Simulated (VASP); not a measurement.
# Fe (Im-3m) in VASP: single point with PBEsol

Aim: the single point of Fe with PBEsol.

Program: VASP 6.6.1. These are calculated values, not measurements. Logs are shortened: lines on timing, memory, paths and dates and some standing lists are left out, and cuts for length are marked.

**1. The cell of the first run**

The structure is cubic, space group Im-3m (No. 229). Conventional cell: a = 2.723 Å, b = 2.723 Å, c = 2.723 Å, α = 90.00°, β = 90.00°, γ = 90.00°. Within 3.1 Å of Fe (site symmetry m-3m) lie 14 Fe at 2.36 to 2.72 Å.

**2. Single point, PBEsol, collinear spin, antiferromagnetic start**

File INCAR:

```
SYSTEM = Fe
PREC = Accurate
ENCUT = 520
EDIFF = 1E-7
ISMEAR = -1
SIGMA = 0.05
LREAL = .False.
LASPH = .True.
NELM = 150
ALGO = Normal
ISIF = 2
LWAVE = .False.
LCHARG = .False.
ISPIN = 2
MAGMOM = 2.5 -2.5
LORBIT = 11
LMAXMIX = 4
GGA = PS
NBANDS = 19
```

File KPOINTS:

```
regular mesh
0
Gamma
  11 11 11
  0 0 0
```

File POSCAR:

```
Fe
1.0
    2.7229410287      0.0000000000      0.0000000000
    0.0000000000      2.7229410287      0.0000000000
    0.0000000000      0.0000000000      2.7229410287
Fe
2
Direct
    0.0000000000      0.0000000000      0.0000000000
    0.5000000000      0.5000000000      0.5000000000
```

Potentials or basis: VASP PAW PBE potentials, release 64 (Fe).

The run is started by

```bash
> cat potpaw_PBE.64/Fe/POTCAR > POTCAR
> mpirun -np 1 vasp_std > vasp.out
```

OUTCAR:

```text
SYSTEM = Fe
   PREC = Accurate
   ENCUT = 520
   EDIFF = 1E-7
   ISMEAR = -1
   LREAL = .False.
   LASPH = .True.
   NELM = 150
   ISIF = 2
   ISPIN = 2
   LORBIT = 11
   GGA = PS

 ion  position               nearest neighbor table
   1  0.000  0.000  0.000-   2 2.36   2 2.36   2 2.36   2 2.36   2 2.36   2 2.36   2 2.36   2 2.36

   2  0.500  0.500  0.500-   1 2.36   1 2.36   1 2.36   1 2.36   1 2.36   1 2.36   1 2.36   1 2.36

  LATTYP: Found a simple cubic cell.
 ALAT       =     2.7229410287

  Lattice vectors:

 A1 = (   2.7229410287,   0.0000000000,   0.0000000000)
 A2 = (   0.0000000000,   2.7229410287,   0.0000000000)
 A3 = (   0.0000000000,   0.0000000000,   2.7229410287)

Analysis of symmetry for initial positions (statically):
=====================================================================
 Subroutine PRICEL returns following result:

  LATTYP: Found a body centered cubic cell.
 ALAT       =     2.7229410287

  Lattice vectors:

 A1 = (   1.3614705144,   1.3614705144,  -1.3614705144)
 A2 = (  -1.3614705144,   1.3614705144,   1.3614705144)
 A3 = (   1.3614705144,  -1.3614705144,   1.3614705144)

   2 primitive cells build up your supercell.

 Routine SETGRP: Setting up the symmetry group for a
 simple cubic supercell.

 Subroutine GETGRP returns: Found 48 space group operations
 (whereof 48 operations were pure point group operations)
 out of a pool of 48 trial point group operations.

The static configuration has the point symmetry O_h .

Analysis of symmetry for dynamics (positions and initial velocities):
=====================================================================
 Subroutine PRICEL returns following result:

  LATTYP: Found a body centered cubic cell.
 ALAT       =     2.7229410287

  Lattice vectors:

 A1 = (   1.3614705144,   1.3614705144,  -1.3614705144)
 A2 = (  -1.3614705144,   1.3614705144,   1.3614705144)
 A3 = (   1.3614705144,  -1.3614705144,   1.3614705144)

   2 primitive cells build up your supercell.

 Routine SETGRP: Setting up the symmetry group for a
 simple cubic supercell.

 Subroutine GETGRP returns: Found 48 space group operations
 (whereof 48 operations were pure point group operations)
 out of a pool of 48 trial point group operations.

The dynamic configuration has the point symmetry O_h .

Analysis of structural, dynamic, and magnetic symmetry:
=====================================================================
 Subroutine PRICEL returns following result:

  LATTYP: Found a body centered cubic cell.
 ALAT       =     2.7229410287

  Lattice vectors:

 A1 = (   1.3614705144,   1.3614705144,  -1.3614705144)
 A2 = (  -1.3614705144,   1.3614705144,   1.3614705144)
 A3 = (   1.3614705144,  -1.3614705144,   1.3614705144)

   2 primitive cells build up your supercell.

 Routine SETGRP: Setting up the symmetry group for a
 simple cubic supercell.

 Subroutine GETGRP returns: Found 48 space group operations
 (whereof 48 operations were pure point group operations)
 out of a pool of 48 trial point group operations.

The overall configuration has the point symmetry O_h .

 Subroutine INISYM returns: Found 48 space group operations
 (whereof 48 operations are pure point group operations),
 and found     2 'primitive' translations

----------------------------------------------------------------------------------------

                                     Primitive cell

  volume of cell :      10.0945

  direct lattice vectors                    reciprocal lattice vectors
     1.361470514  1.361470514 -1.361470514     0.367249966  0.367249966  0.000000000
    -1.361470514  1.361470514  1.361470514    -0.000000000  0.367249966  0.367249966
     1.361470514 -1.361470514  1.361470514     0.367249966  0.000000000  0.367249966

  length of vectors
     2.358136104  2.358136104  2.358136104     0.519369883  0.519369883  0.519369883

  position of ions in fractional coordinates (direct lattice)
     0.000000000  0.000000000  0.000000000

  ion indices of the primitive-cell ions
   primitive index   ion index
                 1           1

----------------------------------------------------------------------------------------

 KPOINTS: regular mesh

Automatic generation of k-mesh.
 Grid dimensions read from file:
 generate k-points for:   11   11   11

 Generating k-lattice:

  Cartesian coordinates                     Fractional coordinates (reciprocal lattice)
     0.033386361  0.000000000  0.000000000     0.090909091  0.000000000  0.000000000
     0.000000000  0.033386361  0.000000000     0.000000000  0.090909091  0.000000000
     0.000000000  0.000000000  0.033386361     0.000000000  0.000000000  0.090909091

  Length of vectors
     0.033386361  0.033386361  0.033386361

  Shift w.r.t. Gamma in fractional coordinates (k-lattice)
     0.000000000  0.000000000  0.000000000

 Subroutine IBZKPT returns following result:
 ===========================================

 Found     56 irreducible k-points:

 Following reciprocal coordinates:
            Coordinates               Weight
  0.000000  0.000000  0.000000      1.000000
  0.090909  0.000000  0.000000      6.000000
  0.181818  0.000000  0.000000      6.000000
  0.272727  0.000000  0.000000      6.000000
  0.363636  0.000000  0.000000      6.000000
  0.454545  0.000000  0.000000      6.000000
[... 16 lines left out ...]
  0.181818  0.090909  0.090909     24.000000
  0.272727  0.090909  0.090909     24.000000
 [... further k-points ...]
   k-points           NKPTS =     56   k-points in BZ     NKDIM =     56   number of bands    NBANDS=     19
   number of dos      NEDOS =    301   number of ions     NIONS =      2
   total plane-waves  NPLWV =   8000
   dimension x,y,z NGX =    20 NGY =   20 NGZ =   20
   dimension x,y,z NGXF=    40 NGYF=   40 NGZF=   40
   ions per type =               2
   NGX,Y,Z   is equivalent  to a cutoff of  12.21, 12.21, 12.21 a.u.
   NGXF,Y,Z  is equivalent  to a cutoff of  24.42, 24.42, 24.42 a.u.
 SYSTEM =  Fe
   PREC   = accura    normal or accurate (medium, high low for compatibility)
   ISTART =      0    job   : 0-new  1-cont  2-samecut
   ICHARG =      2    charge: 1-file 2-atom 10-const
   ISPIN  =      2    spin polarized calculation?
   LNONCOLLINEAR =      F non collinear calculations
   LSORBIT =      F    spin-orbit coupling
   LASPH  =      T    aspherical Exc in radial PAW
   ENCUT  =  520.0 eV  38.22 Ry    6.18 a.u.   5.06  5.06  5.06*2*pi/ulx,y,z
   NELM   =    150;   NELMIN=  2; NELMDL= -5     # of ELM steps
   EDIFF  = 0.1E-06   stopping-criterion for ELM
   LREAL  =      F    real-space projection
   EDIFFG = 0.1E-05   stopping-criterion for IOM
   NSW    =      0    number of steps for IOM
   IBRION =     -1    ionic relax: 0-MD 1-quasi-New 2-CG
   NFREE  =      0    steps in history (QN), initial steepest desc. (CG)
   ISIF   =      2    stress and relaxation
   ISYM   =      2    0-nonsym 1-usesym 2-fastsym
   POTIM  = 0.5000    time-step for ionic-motion
   TEBEG  =    0.0;   TEEND  =   0.0 temperature during run
   PSTRESS=    0.0 pullay stress
   NELECT =      16.0000    total number of electrons
   NUPDOWN=      -1.0000    fix difference up-down
   EMIN   =  10.00;   EMAX   =-10.00  energy-range for DOS
   EFERMI =   0.00;   METHOD = LEGACY
   ISMEAR =    -1;   SIGMA  =   0.05  broadening in eV -4-tet -1-fermi 0-gaus
   EFERMI_NEDOS =   21; number of points for ismear=-14 and -15
   IALGO  =     38    algorithm
   IMIX   =      4    mixing-type and parameters
     AMIX     =   0.40;   BMIX     =  1.00
     AMIX_MAG =   1.60;   BMIX_MAG =  1.00
  volume/ion in A,a.u.               =      10.09        68.12
  Fermi-wavevector in a.u.,A,eV,Ry     =   1.514991  2.862917 31.228042  2.295196
  Thomas-Fermi vector in A             =   2.624574
   LORBIT       =     11    0 simple, 1 ext, 2 COOP (PROOUT), +10 PAW based schemes
   GGA     = PS    functional components
   LHFCALC =     F    Hartree Fock is set to
   AEXX    =    0.0000 exact exchange contribution
   IVDW    =     0    specifies the selected vdW correction
   LEPSILON=     F    determine dielectric tensor
   LRPA    =     F    only Hartree local field effects (RPA)
 spin polarized calculation
  energy-cutoff  :      520.00
  volume of cell :       20.19
 maximum number of plane-waves:       553
   NGX = 11   NGY = 11   NGZ = 11

 number of electron      15.9999979 magnetization       0.0000000

 number of electron      15.9999979 magnetization      -0.0000000

 Free energy of the ion-electron system (eV)
  ---------------------------------------------------
  ext. energy  EPLUGINS =         0.00000000
  ---------------------------------------------------
  free energy    TOTEN  =       -17.07250632 eV

  energy without entropy =      -17.02995427  energy(sigma->0) =      -17.05123030

 E-fermi :   7.0392     XC(G=0): -13.9932

 val. band max:        7.0351493300   @ k =   0.3636   0.2727   0.2727
 cond. band min:       7.0481871260   @ k =   0.4545   0.3636   0.1818
 fundamental gap:      0.0130377959
 Fermi energy:         7.0392473797

 spin component 1

 k-point     1 :       0.0000    0.0000    0.0000
  band No.  band energies     occupation
      1      -2.1536      1.00000
      2       2.0539      1.00000
      3       2.0539      1.00000
      4       5.1336      1.00000
      5       5.1336      1.00000
      6       5.1336      1.00000
[... 11 lines left out ...]
     18      33.0315      0.00000
     19      33.0315      0.00000

 k-point     2 :       0.0909    0.0000    0.0000
  band No.  band energies     occupation
      1      -1.9648      1.00000
      2       2.1427      1.00000
      3       2.1436      1.00000
      4       5.1276      1.00000
      5       5.1276      1.00000
      6       5.1899      1.00000
[... 11 lines left out ...]
     18      32.0444      0.00000
     19      32.9622      0.00000

 k-point     3 :       0.1818    0.0000    0.0000
  band No.  band energies     occupation
      1      -1.4137      1.00000
      2       2.3742      1.00000
      3       2.4068      1.00000
      4       5.1209      1.00000
      5       5.1209      1.00000
      6       5.3544      1.00000
[... 434 lines left out ...]
      1      -1.0629      1.00000
      2       2.5543      1.00000
      3       2.5553      1.00000
      4       4.8631      1.00000
      5       4.9420      1.00000
      6       5.7653      1.00000
[... 11 lines left out ...]
     18      30.4232      0.00000
     19      33.5379      0.00000

 k-point    24 :       0.2727    0.0909    0.0909
  band No.  band energies     occupation
      1      -0.2360      1.00000
      2       2.8177      1.00000
      3       2.9249      1.00000
      4       4.8118      1.00000
      5       4.8667      1.00000
      6       5.8612      1.00000
[... 11 lines left out ...]
     18      28.9001      0.00000
     19      32.7196      0.00000

 [... further k-points ...]

 spin component 2

 k-point     1 :       0.0000    0.0000    0.0000
  band No.  band energies     occupation
      1      -2.1536      1.00000
      2       2.0539      1.00000
      3       2.0539      1.00000
      4       5.1336      1.00000
      5       5.1336      1.00000
      6       5.1336      1.00000
[... 11 lines left out ...]
     18      33.0315      0.00000
     19      33.0315      0.00000

 k-point     2 :       0.0909    0.0000    0.0000
  band No.  band energies     occupation
      1      -1.9648      1.00000
      2       2.1427      1.00000
      3       2.1436      1.00000
      4       5.1276      1.00000
      5       5.1276      1.00000
      6       5.1899      1.00000
[... 11 lines left out ...]
     18      32.0444      0.00000
     19      32.9622      0.00000

 k-point     3 :       0.1818    0.0000    0.0000
  band No.  band energies     occupation
      1      -1.4137      1.00000
      2       2.3742      1.00000
      3       2.4068      1.00000
      4       5.1209      1.00000
      5       5.1209      1.00000
      6       5.3544      1.00000
[... 434 lines left out ...]
      1      -1.0629      1.00000
      2       2.5543      1.00000
      3       2.5553      1.00000
      4       4.8631      1.00000
      5       4.9420      1.00000
      6       5.7653      1.00000
[... 11 lines left out ...]
     18      30.4232      0.00000
     19      33.5379      0.00000

 k-point    24 :       0.2727    0.0909    0.0909
  band No.  band energies     occupation
      1      -0.2360      1.00000
      2       2.8177      1.00000
      3       2.9249      1.00000
      4       4.8118      1.00000
      5       4.8667      1.00000
      6       5.8612      1.00000
[... 11 lines left out ...]
     18      28.9001      0.00000
     19      32.7196      0.00000

 [... further k-points ...]
[... 5 lines left out ...]
  --------------------------------------------------------------------------------------
  -------------------------------------------------------------------------------------
  Total        0.5096723      0.5096723      0.5096723     -0.0000000      0.0000000      0.0000000
  in kB       40.4470548     40.4470548     40.4470548     -0.0000000      0.0000000      0.0000000
  external PRESSURE =      40.4470548 kB  Pullay stress =       0.0000000 kB

 VOLUME and BASIS-vectors are now :
 -----------------------------------------------------------------------------
  energy-cutoff  :      520.00
  volume of cell :       20.19
      direct lattice vectors                 reciprocal lattice vectors
     2.722941029  0.000000000  0.000000000     0.367249966  0.000000000  0.000000000
     0.000000000  2.722941029  0.000000000     0.000000000  0.367249966  0.000000000
     0.000000000  0.000000000  2.722941029     0.000000000  0.000000000  0.367249966

 POSITION                                       TOTAL-FORCE (eV/Angst)
 -----------------------------------------------------------------------------------
      0.00000      0.00000      0.00000        -0.000000     -0.000000     -0.000000
      1.36147      1.36147      1.36147         0.000000      0.000000      0.000000
 -----------------------------------------------------------------------------------
    total drift:                               -0.000000      0.000000     -0.000000

  FREE ENERGIE OF THE ION-ELECTRON SYSTEM (eV)
  ---------------------------------------------------
  free  energy   TOTEN  =       -17.0725063194 eV

  energy  without entropy=      -17.0299542726  energy(sigma->0) =      -17.05123030

 total charge

# of ion       s       p       d       tot
------------------------------------------
    1        0.538   0.643   6.361   7.542
    2        0.538   0.643   6.361   7.542
--------------------------------------------------
tot          1.076   1.286  12.723  15.085

 magnetization (x)

# of ion       s       p       d       tot
------------------------------------------
    1        0.006   0.014   0.767   0.787
    2       -0.006  -0.014  -0.767  -0.787
--------------------------------------------------
tot         -0.000   0.000   0.000   0.000
```

Run time: 22 s. Hardware: 1 thread of AMD EPYC 9R45 (Zen 5), shared host; peak memory 0.12 GiB.

What came out:

* Free energy: -17.0725 eV
* Pressure: 4.0 GPa
* Band gap on the k mesh: zero (filled and empty bands overlap)
* Net moment: 0.00 μB per cell
* Site moments: Fe +0.79, -0.79 μB
* Valence electrons inside the program's atomic spheres: Fe 7.54

Caveat: the PAW data sets were made with another functional, which shifts forces and pressure a little.
